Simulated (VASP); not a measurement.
Crystal: ZnSe (Stilleite).

```
Zn Se
1.0
     0.00000    2.83380    2.83380
     2.83380    0.00000    2.83380
     2.83380    2.83380    0.00000
Zn Se
1 1
Cartesian
  0.0000 0.0000 0.0000
  1.4169 1.4169 1.4169
```

Base run:

```yaml
Program: VASP 6.6.1
Functional: RPBE
Potentials_or_basis: VASP PAW PBE potentials, release 64 (Zn, Se)
Cutoff: 520 eV
k_mesh: 6 × 6 × 6
Occupations: gaussian, width 0.01 eV
Spin: no spin polarisation
```

Its results: band gap on the k mesh 1.45 eV, direct; pressure 4.6 GPa.

Problem. The run is repeated on the same cell with these changes: functional from RPBE to r2SCAN. What comes out?

Solution. Band gap on the k mesh 1.87 eV, direct; pressure 0.0 GPa.

r2SCAN gives the wider gap, since meta-GGAs in the generalised Kohn-Sham scheme recover part of the derivative discontinuity.

Caveats: the PAW data sets were made with another functional, which shifts forces and pressure a little.

